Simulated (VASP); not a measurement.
CaO:

```
CELL_PARAMETERS angstrom
0.00000 2.40650 2.40650
2.40650 0.00000 2.40650
2.40650 2.40650 0.00000
ATOMIC_POSITIONS crystal
Ca 0.00000 0.00000 0.00000
O 0.50000 0.50000 0.50000
```

| Quantity | Value |
| --- | --- |
| Program | VASP 6.6.1 |
| Task | relaxation of cell and atoms |
| Functional | PBEsol |
| Potentials or basis | VASP PAW PBE potentials, release 64 (Ca_sv, O) |
| Cutoff | 600 eV |
| k mesh | 14 × 14 × 14 |
| Occupations | fermi-dirac, width 0.05 eV |
| Spin | no spin polarisation |

At the start: pressure -2.6 GPa; volume 13.94 Å³/atom.

Question: How do energy, volume and symmetry change on relaxing?

Answer: Over 3 steps the energy falls by 2.8 meV/atom and the volume is 13.61 Å³/atom (-2.4 %); space group Fm-3m (No. 225, to 0.1 Å) before and after.

Step by step:
```tsv
step	energy change (eV)	largest force (eV/Å)	pressure (GPa)	volume (Å³)
1	0.0000	0.0000	-2.61	27.87
2	-0.0047	0.0000	1.07	26.97
3	-0.0055	0.0000	0.00	27.21
```

Final structure:
```
CELL_PARAMETERS angstrom
0.00000 2.38733 2.38733
2.38733 0.00000 2.38733
2.38733 2.38733 0.00000
ATOMIC_POSITIONS crystal
Ca 0.00000 0.00000 0.00000
O 0.50000 0.50000 0.50000
```

Caveat: the PAW data sets were made with another functional, which shifts forces and pressure a little.
